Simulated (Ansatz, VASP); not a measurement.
## As in VASP and in Ansatz

The input INCAR:

```
SYSTEM = As
PREC = Accurate ; ENCUT = 520
EDIFF = 1E-6 ; ISMEAR = -1
SIGMA = 0.05 ; LREAL = .FALSE.
LASPH = .TRUE. ; NELM = 150
ALGO = Normal ; ISIF = 2
LWAVE = .FALSE. ; LCHARG = .TRUE.
LNONCOLLINEAR = .TRUE. ; MAGMOM = 0 0 0
LORBIT = 11 ; LSORBIT = .TRUE.
GGA_COMPAT = .FALSE. ; LORBMOM = .TRUE.
GGA = PE ; LVHAR = .TRUE.
NBANDS = 16
```

The input KPOINTS:

```
Automatic mesh
0
G
  7 7 7
  0 0 0
```

The input POSCAR:

```
As
1.0
    2.7036817444      0.0000000000      0.0000000000
    0.0000000000      2.7036817444      0.0000000000
    0.0000000000      0.0000000000      2.7036817444
As
1
Direct
    0.5000000000      0.5000000000      0.5000000000
```

The input input.yaml:

```yaml
crystal:
  lattice:
    - [2.7036817444, 0.0, 0.0]
    - [0.0, 2.7036817444, 0.0]
    - [0.0, 0.0, 2.7036817444]
  atoms:
    - { symbol: As, position: [0.5, 0.5, 0.5] }
hamiltonian:
  xc: pbe
  pseudopotentials: { kind: paw_fr }
magnetization:
  noncollinear: true
  spin_orbit: true
kpoints:
  mp_grid: { grid: [7, 7, 7] }
  band_path:
    path:
      - [[0.0, 0.0, 0.0], [0.0, 0.5, 0.0], [0.5, 0.5, 0.0], [0.0, 0.0, 0.0], [0.5, 0.5, 0.5], [0.0, 0.5, 0.0]]
      - [[0.5, 0.5, 0.0], [0.5, 0.5, 0.5]]
    npoints: 14
scf:
  occupations: { method: fermi_dirac, width: 0.05 }
  n_extra_bands: 6
output:
  forces: true
  stress: true
  eigenvalues: true
  fatbands: false
```

Alike in both runs: functional PBE; k mesh 7 × 7 × 7; occupations fermi-dirac, width 0.05 eV; non-collinear spin, spin-orbit coupling.

|  | VASP | Ansatz |
| --- | --- | --- |
| version | VASP 6.6.1 | Ansatz 0.2.0 |
| potentials or method | VASP PAW PBE potentials, release 64 (As) | Ansatz PAW |
| plane-wave cutoff (eV) | 520 | 420 |
| valence electrons in the cell | 5 | 15 |
| task | single point | band structure |

Ansatz gave:

```
pressure (GPa)           : 2.6
net moment per atom (μB) : 0.00
```

**Question.** Estimate VASP's values.

**Answer.** Pressure (GPa): 2.8; net moment per atom (μB): 0.00.

The functional is the same, so the differences come from potentials, cutoffs and numerics. VASP's potentials hold 5 valence electrons a cell and Ansatz's 15, so a difference there can come from the potentials and not from the codes.
